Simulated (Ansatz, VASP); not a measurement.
This is a calculation of AlN for VASP 6.6.1.

INCAR

```
ALGO = Normal
EDIFF = 1E-7
ENCUT = 520
GGA = PE
ISIF = 2
ISMEAR = -1
LASPH = T
LCHARG = F
LREAL = F
LWAVE = F
NBANDS = 11
NELM = 60
PREC = Accurate
SIGMA = 0.05
```

File KPOINTS:

```
k-points
0
Gamma
  10 10 10
```

POSCAR

```
AlN
1.0
    0.0000000000      2.1693354430      2.1693354430
    2.1693354430      0.0000000000      2.1693354430
    2.1693354430      2.1693354430      0.0000000000
Al N
1 1
Direct
    0.0000000000      0.0000000000      0.0000000000
    0.2500000000      0.2500000000      0.2500000000
```

Potentials or basis: VASP PAW PBE potentials, release 64 (Al, N).

The run is started by

```console
$ cat potpaw_PBE.64/Al/POTCAR potpaw_PBE.64/N/POTCAR > POTCAR
$ mpirun -np 1 vasp_std > vasp.out
```

Q: Translate it to Ansatz 0.2.0. Potentials there: all-electron LAPW, scalar-relativistic.

A: As run (the cutoff follows the program's own potentials):

Contents of input.yaml:

```yaml
crystal:
  lattice:
    - [0.0, 2.169335443, 2.169335443]
    - [2.169335443, 0.0, 2.169335443]
    - [2.169335443, 2.169335443, 0.0]
  atoms:
    - { symbol: Al, position: [0.0, 0.0, 0.0] }
    - { symbol: "N", position: [0.25, 0.25, 0.25] }
kpoints:
  mp_grid: { grid: [10, 10, 10] }
scf:
  occupations: { method: fermi_dirac, width: 0.05 }
hamiltonian:
  xc: pbe
  pseudopotentials: { kind: all_electron, lapw: { basis_error: 0.0005 } }
output:
  forces: true
  stress: true
  eigenvalues: true
```

Potentials or basis: all-electron LAPW, scalar-relativistic.

The run is started by

```sh
$ ansatz run input.yaml --threads 1 --pin off --max-ram 3072MiB --backend cpu --events-out ev --progress --plain --runs-dir out
```

Both were run:

|  | VASP | Ansatz | Ansatz less VASP |
| --- | --- | --- | --- |
| gap on the k mesh at the Fermi level (eV) | 3.33 | 3.33 | 0.000 |
| least direct gap on the mesh (eV) | 4.38 | 4.37 | -0.005 |
| pressure (GPa) | 9.0 | 9.2 | +0.15 |

Ansatz ran all-electron here, and VASP with PAW potentials.
